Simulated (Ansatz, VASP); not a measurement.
One calculation of Mo, two programs

```
CELL_PARAMETERS angstrom
0.00000 2.12717 1.80809
2.12717 0.00000 1.80809
2.12717 2.12717 0.00000
ATOMIC_POSITIONS crystal
Mo 0.00000 0.00000 0.00000
```

Alike in both runs: task single point; functional r2SCAN; k mesh 22 × 22 × 22; occupations gaussian, width 0.15 eV; no spin polarisation.

|  | VASP | Ansatz |
| --- | --- | --- |
| version | VASP 6.6.1 | Ansatz 0.2.0 |
| potentials or method | VASP PAW PBE potentials, release 64 (Mo_sv), cutoff 520 eV | scalar-relativistic, plane waves, PAW |
| valence electrons in the cell | 14 | 14 |

```csv
,VASP,Ansatz,Ansatz less VASP
gap on the k mesh at the Fermi level (eV),none,none,-
pressure (GPa),-7.1,-8.0,-0.90
"traceless stress, the component that is largest in VASP (GPa)",-20.52,-20.56,-0.038
```

VASP's potentials were made for PBE, not for r2SCAN. A gap of «none» marks a metal or a gap that the smearing closes.
